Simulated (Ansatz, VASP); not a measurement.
**BN: VASP beside Ansatz**

Contents of INCAR:

```
ALGO = Normal
EDIFF = 1E-7
ENCUT = 520
GGA = PE
ISIF = 2
ISMEAR = 0
LASPH = True
LCHARG = True
LELF = True
LREAL = False
LVHAR = True
LWAVE = False
NBANDS = 16
NELM = 60
PREC = Accurate
SIGMA = 0.05
```

KPOINTS

```
k-points
0
Gamma
  12 12 6
```

POSCAR

```
BN
1.0
    2.5539396017      0.0000000000      0.0000000000
   -1.2769698009      2.2117765748      0.0000000000
    0.0000000000      0.0000000000      4.2268550000
B N
2 2
Direct
    0.6666666667      0.3333333333      1.0233822518
    0.3333333333      0.6666666667      0.4997240000
    0.6666666667      0.3333333333      0.6252760000
    0.3333333333      0.6666666667      0.1252760000
```

Input for Ansatz:

```yaml
crystal:
  lattice:
    - [2.5539396017, 0.0, 0.0]
    - [-1.2769698009, 2.2117765748, 0.0]
    - [0.0, 0.0, 4.226855]
  atoms:
    - { symbol: B, position: [0.6666666667, 0.3333333333, 1.0233822518] }
    - { symbol: B, position: [0.3333333333, 0.6666666667, 0.499724] }
    - { symbol: "N", position: [0.6666666667, 0.3333333333, 0.625276] }
    - { symbol: "N", position: [0.3333333333, 0.6666666667, 0.125276] }
basis:
  ecutwfc: 420
kpoints:
  mp_grid: { grid: [12, 12, 6] }
hamiltonian:
  xc: pbe
scf:
  occupations: { method: gaussian, width: 0.05 }
output:
  forces: true
  stress: true
  eigenvalues: true
```

Alike in both runs: task single point; functional PBE; k mesh 12 × 12 × 6; occupations gaussian, width 0.05 eV; no spin polarisation.

|  | VASP | Ansatz |
| --- | --- | --- |
| version | VASP 6.6.1 | Ansatz 0.2.0 |
| potentials or method | VASP PAW PBE potentials, release 64 (B, N), cutoff 520 eV | scalar-relativistic, plane waves, PAW |
| valence electrons in the cell | 16 | 16 |

|  | VASP | Ansatz | Ansatz less VASP |
| --- | --- | --- | --- |
| gap on the k mesh at the Fermi level (eV) | 5.52 | 5.53 | +0.015 |
| least direct gap on the mesh (eV) | 7.94 | 7.94 | +0.002 |
| pressure (GPa) | 2.1 | 1.9 | -0.22 |
| traceless stress, the component that is largest in VASP (GPa) | 0.23 | 0.38 | +0.156 |
| rms of the force components (eV/Å) | 0.985 | 0.981 | -0.0042 |

Atom by atom the forces differ by 0.006 eV/Å (rms over components).
